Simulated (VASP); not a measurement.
# CaO (Immm) in VASP: a series of runs

The runs below take CaO through single point, with PBE.

All numbers are computed with VASP 6.6.1; they aren't measurements. Logs are shortened: lines on timing, memory, paths and dates and some standing lists are left out, and cuts for length are marked.

## Step 1: The cell of the first run

Symmetry: Immm, No. 71, orthorhombic system. Conventional cell: a = 3.442 Å, b = 3.485 Å, c = 4.898 Å, α = 90.00°, β = 90.00°, γ = 90.00°. Within 3.2 Å of Ca (site symmetry mmm) lie 6 O at 2.45 Å. Within 3.2 Å of O (site symmetry mmm) lie 6 Ca at 2.45 Å.

## Step 2: Single point, PBE (strain +0.0125 x Voigt [0, 0, 0, 0, 0, 1])

File INCAR:

```
PREC = Accurate
ENCUT = 520
EDIFF = 1E-6
ISMEAR = 0
SIGMA = 0.05
LREAL = False
LASPH = True
NELM = 100
ALGO = Normal
ISIF = 2
LWAVE = False
LCHARG = False
GGA = PE
NBANDS = 15
```

File KPOINTS:

```
regular mesh
0
Gamma
  8 8 8
```

File POSCAR:

```
CaO
1.0
    0.0153062500      2.4490000000      2.4490000000
    2.4490000000      0.0153062500      2.4490000000
    2.4643062500      2.4643062500      0.0000000000
Ca O
1 1
Direct
    0.0000000000      0.0000000000      0.0000000000
    0.5000000000      0.5000000000      0.5000000000
```

Potentials or basis: VASP PAW PBE potentials, release 64 (Ca_sv, O).

The run is started by

```
cat potpaw_PBE.64/Ca_sv/POTCAR potpaw_PBE.64/O/POTCAR > POTCAR
mpirun -np 1 vasp_std > vasp.out
```

OUTCAR:

```text
PREC = Accurate
   ENCUT = 520
   EDIFF = 1E-6
   ISMEAR = 0
   LREAL = False
   LASPH = True
   NELM = 100
   ISIF = 2
   GGA = PE

 ion  position               nearest neighbor table
   1  0.000  0.000  0.000-   2 2.45   2 2.45   2 2.45   2 2.45   2 2.45   2 2.45
   2  0.500  0.500  0.500-   1 2.45   1 2.45   1 2.45   1 2.45   1 2.45   1 2.45

  LATTYP: Found a body centered orthorhombic cell.
 ALAT       =     3.4417627079
 B/A-ratio  =     1.0125786164
 C/A-ratio  =     1.4231079873

  Lattice vectors:

 A1 = (   2.4490000000,   0.0153062500,  -2.4490000000)
 A2 = (  -2.4490000000,  -0.0153062500,  -2.4490000000)
 A3 = (   0.0153062500,   2.4490000000,   2.4490000000)

Analysis of symmetry for initial positions (statically):
=====================================================================
 Subroutine PRICEL returns:
 Original cell was already a primitive cell.

 Routine SETGRP: Setting up the symmetry group for a
 body centered orthorhombic supercell.

 Subroutine GETGRP returns: Found  8 space group operations
 (whereof  8 operations were pure point group operations)
 out of a pool of  8 trial point group operations.

The static configuration has the point symmetry D_2h.

Analysis of symmetry for dynamics (positions and initial velocities):
=====================================================================
 Subroutine PRICEL returns:
 Original cell was already a primitive cell.

 Routine SETGRP: Setting up the symmetry group for a
 body centered orthorhombic supercell.

 Subroutine GETGRP returns: Found  8 space group operations
 (whereof  8 operations were pure point group operations)
 out of a pool of  8 trial point group operations.

The dynamic configuration has the point symmetry D_2h.

 Subroutine INISYM returns: Found  8 space group operations
 (whereof  8 operations are pure point group operations),
 and found     1 'primitive' translations

----------------------------------------------------------------------------------------

                                     Primitive cell

  volume of cell :      29.3751

  direct lattice vectors                    reciprocal lattice vectors
     0.015306250  2.449000000  2.449000000    -0.205449022  0.205449022  0.204164965
     2.449000000  0.015306250  2.449000000     0.205449022 -0.205449022  0.204164965
     2.464306250  2.464306250  0.000000000     0.202896860  0.202896860 -0.204164965

  length of vectors
     3.463442836  3.463442836  3.485055321     0.355108341  0.355108341  0.352161333

  position of ions in fractional coordinates (direct lattice)
     0.000000000  0.000000000  0.000000000
     0.500000000  0.500000000  0.500000000

  ion indices of the primitive-cell ions
   primitive index   ion index
                 1           1
                 2           2

----------------------------------------------------------------------------------------

 KPOINTS: regular mesh

Automatic generation of k-mesh.
 Grid dimensions read from file:
 generate k-points for:    8    8    8

 Generating k-lattice:

  Cartesian coordinates                     Fractional coordinates (reciprocal lattice)
    -0.025681128  0.025681128  0.025520621     0.125000000  0.000000000  0.000000000
     0.025681128 -0.025681128  0.025520621     0.000000000  0.125000000  0.000000000
     0.025362107  0.025362107 -0.025520621     0.000000000  0.000000000  0.125000000

  Length of vectors
     0.044388543  0.044388543  0.044020167

  Shift w.r.t. Gamma in fractional coordinates (k-lattice)
     0.000000000  0.000000000  0.000000000

 Subroutine IBZKPT returns following result:
 ===========================================

 Found     95 irreducible k-points:

 Following reciprocal coordinates:
            Coordinates               Weight
  0.000000  0.000000  0.000000      1.000000
  0.125000  0.000000  0.000000      4.000000
  0.250000  0.000000  0.000000      4.000000
  0.375000  0.000000  0.000000      4.000000
  0.500000  0.000000  0.000000      2.000000
  0.125000  0.125000  0.000000      2.000000
[... 16 lines left out ...]
  0.125000  0.000000  0.125000      4.000000
  0.250000  0.000000  0.125000      8.000000
 [... further k-points ...]
   k-points           NKPTS =     95   k-points in BZ     NKDIM =     95   number of bands    NBANDS=     15
   number of dos      NEDOS =    301   number of ions     NIONS =      2
   total plane-waves  NPLWV =  21952
   dimension x,y,z NGX =    28 NGY =   28 NGZ =   28
   dimension x,y,z NGXF=    56 NGYF=   56 NGZF=   56
   ions per type =               1   1
   NGX,Y,Z   is equivalent  to a cutoff of  13.44, 13.44, 13.36 a.u.
   NGXF,Y,Z  is equivalent  to a cutoff of  26.88, 26.88, 26.71 a.u.
 SYSTEM =  unknown system
   PREC   = accura    normal or accurate (medium, high low for compatibility)
   ISTART =      0    job   : 0-new  1-cont  2-samecut
   ICHARG =      2    charge: 1-file 2-atom 10-const
   ISPIN  =      1    spin polarized calculation?
   LNONCOLLINEAR =      F non collinear calculations
   LSORBIT =      F    spin-orbit coupling
   LASPH  =      T    aspherical Exc in radial PAW
   ENCUT  =  520.0 eV  38.22 Ry    6.18 a.u.   6.44  6.44  6.48*2*pi/ulx,y,z
   NELM   =    100;   NELMIN=  2; NELMDL= -5     # of ELM steps
   EDIFF  = 0.1E-05   stopping-criterion for ELM
   LREAL  =      F    real-space projection
   EDIFFG = 0.1E-04   stopping-criterion for IOM
   NSW    =      0    number of steps for IOM
   IBRION =     -1    ionic relax: 0-MD 1-quasi-New 2-CG
   NFREE  =      0    steps in history (QN), initial steepest desc. (CG)
   ISIF   =      2    stress and relaxation
   ISYM   =      2    0-nonsym 1-usesym 2-fastsym
   POTIM  = 0.5000    time-step for ionic-motion
   TEBEG  =    0.0;   TEEND  =   0.0 temperature during run
   PSTRESS=    0.0 pullay stress
   NELECT =      16.0000    total number of electrons
   NUPDOWN=      -1.0000    fix difference up-down
   EMIN   =  10.00;   EMAX   =-10.00  energy-range for DOS
   EFERMI =   0.00;   METHOD = LEGACY
   ISMEAR =     0;   SIGMA  =   0.05  broadening in eV -4-tet -1-fermi 0-gaus
   EFERMI_NEDOS =   21; number of points for ismear=-14 and -15
   IALGO  =     38    algorithm
   IMIX   =      4    mixing-type and parameters
     AMIX     =   0.40;   BMIX     =  1.00
     AMIX_MAG =   1.60;   BMIX_MAG =  1.00
  volume/ion in A,a.u.               =      14.69        99.12
  Fermi-wavevector in a.u.,A,eV,Ry     =   1.336970  2.526507 24.320265  1.787489
  Thomas-Fermi vector in A             =   2.465555
   LORBIT       =      0    0 simple, 1 ext, 2 COOP (PROOUT), +10 PAW based schemes
   GGA     = PE    functional components
   LHFCALC =     F    Hartree Fock is set to
   AEXX    =    0.0000 exact exchange contribution
   IVDW    =     0    specifies the selected vdW correction
   LEPSILON=     F    determine dielectric tensor
   LRPA    =     F    only Hartree local field effects (RPA)
 non-spin polarized calculation
 Gauss-broadening in eV      SIGMA  =   0.05
  energy-cutoff  :      520.00
  volume of cell :       29.38
 maximum number of plane-waves:       813
 NGX is ok and might be reduce to    28
   NGX = 13   NGY = 13   NGZ = 13

 number of electron      16.0000004 magnetization

 Free energy of the ion-electron system (eV)
  ---------------------------------------------------
  ext. energy  EPLUGINS =         0.00000000
  ---------------------------------------------------
  free energy    TOTEN  =       -12.79386859 eV

  energy without entropy =      -12.79386859  energy(sigma->0) =      -12.79386859

 E-fermi :   2.3369     XC(G=0): -10.2030

 val. band max:        2.0609029419   @ k =   0.0000   0.0000   0.0000
 cond. band min:       5.6823005509   @ k =   0.5000   0.5000   0.0000
 fundamental gap:      3.6213976090
 Fermi energy:         2.3369413221

 k-point     1 :       0.0000    0.0000    0.0000
  band No.  band energies     occupation
      1     -35.8365      2.00000
      2     -16.6373      2.00000
      3     -16.6368      2.00000
      4     -16.6362      2.00000
      5     -13.3844      2.00000
      6       2.0193      2.00000
      7       2.0394      2.00000
      8       2.0609      2.00000
      9       6.3065      0.00000
     10       8.0622      0.00000
     11       8.1198      0.00000
     12       8.1783      0.00000
     13       9.5284      0.00000
     14       9.5289      0.00000
     15      16.7551      0.00000

 k-point     2 :       0.1250    0.0000    0.0000
  band No.  band energies     occupation
      1     -35.8247      2.00000
      2     -16.7958      2.00000
      3     -16.6445      2.00000
      4     -16.6430      2.00000
      5     -13.2139      2.00000
      6       1.5341      2.00000
      7       1.8253      2.00000
      8       1.8557      2.00000
      9       6.9809      0.00000
     10       8.1060      0.00000
     11       8.3123      0.00000
     12       8.3902      0.00000
     13       9.8632      0.00000
     14       9.8633      0.00000
     15      17.2812      0.00000

 k-point     3 :       0.2500    0.0000    0.0000
  band No.  band energies     occupation
      1     -35.7960      2.00000
      2     -17.1293      2.00000
      3     -16.6627      2.00000
      4     -16.6593      2.00000
      5     -12.8497      2.00000
      6       0.5789      2.00000
      7       1.4075      2.00000
      8       1.4436      2.00000
      9       8.0982      0.00000
     10       8.4516      0.00000
     11       8.9674      0.00000
     12       9.0475      0.00000
     13      10.6703      0.00000
     14      10.6719      0.00000
     15      17.4267      0.00000
[... 343 lines left out ...]
 k-point    23 :       0.1250    0.0000    0.1250
  band No.  band energies     occupation
      1     -35.8212      2.00000
      2     -16.7974      2.00000
      3     -16.6644      2.00000
      4     -16.6643      2.00000
      5     -13.1831      2.00000
      6       1.2548      2.00000
      7       1.9253      2.00000
      8       1.9263      2.00000
      9       7.0553      0.00000
     10       7.6293      0.00000
     11       8.6460      0.00000
     12       8.6481      0.00000
     13       9.6713      0.00000
     14      10.2591      0.00000
     15      17.4898      0.00000

 k-point    24 :       0.2500    0.0000    0.1250
  band No.  band energies     occupation
      1     -35.7981      2.00000
      2     -17.0319      2.00000
      3     -16.6918      2.00000
      4     -16.6766      2.00000
      5     -12.9444      2.00000
      6       0.6451      2.00000
      7       1.5819      2.00000
      8       1.6853      2.00000
      9       7.4345      0.00000
     10       8.0336      0.00000
     11       9.1724      0.00000
     12       9.2910      0.00000
     13      10.1152      0.00000
     14      11.0313      0.00000
     15      17.9352      0.00000

 [... further k-points ...]
[... 5 lines left out ...]
  --------------------------------------------------------------------------------------
  -------------------------------------------------------------------------------------
  Total       -0.6512936     -0.6512936     -0.6539275     -0.1697866      0.0000000      0.0000000
  in kB      -35.5228653    -35.5228653    -35.6665231     -9.2605015      0.0000000      0.0000000
  external PRESSURE =     -35.5707512 kB  Pullay stress =       0.0000000 kB

 VOLUME and BASIS-vectors are now :
 -----------------------------------------------------------------------------
  energy-cutoff  :      520.00
  volume of cell :       29.38
      direct lattice vectors                 reciprocal lattice vectors
     0.015306250  2.449000000  2.449000000    -0.205449022  0.205449022  0.204164965
     2.449000000  0.015306250  2.449000000     0.205449022 -0.205449022  0.204164965
     2.464306250  2.464306250  0.000000000     0.202896860  0.202896860 -0.204164965

 POSITION                                       TOTAL-FORCE (eV/Angst)
 -----------------------------------------------------------------------------------
      0.00000      0.00000      0.00000         0.000000     -0.000000      0.000000
      2.46431      2.46431      2.44900        -0.000000      0.000000      0.000000
 -----------------------------------------------------------------------------------
    total drift:                                0.000000      0.000000      0.000000

  FREE ENERGIE OF THE ION-ELECTRON SYSTEM (eV)
  ---------------------------------------------------
  free  energy   TOTEN  =       -12.7938685854 eV

  energy  without entropy=      -12.7938685854  energy(sigma->0) =      -12.79386859
```

Run time: 34 s. Hardware: 1 thread of Intel Xeon Platinum 8488C (Sapphire Rapids), shared host; peak memory 0.18 GiB.

What came out:

```yaml
Free_energy: -12.7939 eV
Pressure: -3.6 GPa
Band_gap_on_the_k_mesh: 3.62 eV, indirect (least direct gap 4.00 eV)
```

Caveat: the cell differs from its parent crystal (strain +0.0125 x Voigt [0, 0, 0, 0, 0, 1]). A k mesh can miss the band edges.

(Part 1 of 2 ends here.)
